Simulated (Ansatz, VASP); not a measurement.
GaH3: VASP beside Ansatz

The input INCAR:

```
SYSTEM = GaH3
PREC     = Accurate       ! precision mode
ENCUT    = 600            ! plane-wave cutoff, eV
EDIFF    = 1E-6           ! SCF threshold, eV
ISMEAR   = 0              ! smearing method
SIGMA    = 0.1            ! smearing width, eV
LREAL    = .FALSE.        ! projectors in reciprocal space
LASPH    = .TRUE.         ! aspherical terms in the spheres
NELM     = 60             ! most SCF steps
ALGO     = Normal         ! electronic algorithm
ISIF     = 3              ! what is computed and relaxed
LWAVE    = .FALSE.        ! write WAVECAR
LCHARG   = .FALSE.        ! write CHGCAR
GGA      = PE             ! functional
IBRION   = 2              ! ionic algorithm
NSW      = 90             ! ionic steps
EDIFFG   = -0.04          ! ionic threshold
```

Contents of KPOINTS:

```
regular mesh
0
G
  6 6 6
  0 0 0
```

File POSCAR:

```
GaH3
1.0
    1.6753324300     -2.8477788700      0.0000000000
    1.6753324300      2.8477788700      0.0000000000
    0.0000000000      0.0000000000      3.7088465600
Ga H
1 3
Direct
    0.0000000000      0.0000000000      0.0000000000
    0.3364012800      0.6635987200      0.0000000000
    0.6635987200      0.3364012800      0.0000000000
    0.5000000000      0.5000000000      0.0000000000
```

Input for Ansatz:

```yaml
crystal:
  lattice:
    - [1.67533243, -2.84777887, 0.0]
    - [1.67533243, 2.84777887, 0.0]
    - [0.0, 0.0, 3.70884656]
  atoms:
    - { symbol: Ga, position: [0.0, 0.0, 0.0] }
    - { symbol: H, position: [0.33640128, 0.66359872, 0.0] }
    - { symbol: H, position: [0.66359872, 0.33640128, 0.0] }
    - { symbol: H, position: [0.5, 0.5, 0.0] }
basis:
  ecutwfc: 420
kpoints:
  mp_grid: { grid: [6, 6, 6] }
hamiltonian:
  xc: pbe
scf:
  occupations: { method: gaussian, width: 0.1 }
  lower_state_search: "off"
output:
  forces: true
  stress: true
  eigenvalues: true
relax:
  adjacent_minimum: "off"
  f_tol: 0.04
  max_steps: 70
  cell: { stress_tol: 0.4 }
```

Alike in both runs: task relaxation of cell and atoms; functional PBE; k mesh 6 × 6 × 6; occupations gaussian, width 0.1 eV; no spin polarisation.

|  | VASP | Ansatz |
| --- | --- | --- |
| version | VASP 6.6.1 | Ansatz 0.2.0 |
| potentials or method | VASP PAW PBE potentials, release 64 (Ga_d, H), cutoff 600 eV | scalar-relativistic, plane waves, PAW |
| valence electrons in the cell | 16 | 16 |

Ansatz gave:

```
gap on the k mesh at the Fermi level, each at its own relaxed structure (eV) : none
relaxed volume (Å³/atom)                                                     : 9.41
relaxed length of the cell vector where the two differ most in proportion (Å)              : 3.816
```

Question: Which values does VASP return?

Answer: gap on the k mesh at the Fermi level, each at its own relaxed structure (eV): none; relaxed volume (Å³/atom): 9.20; relaxed length of the cell vector where the two differ most in proportion (Å): 3.778.

A gap of «none» marks a metal or a gap that the smearing closes.

The k mesh is coarse, so the values compare programs but aren't converged.
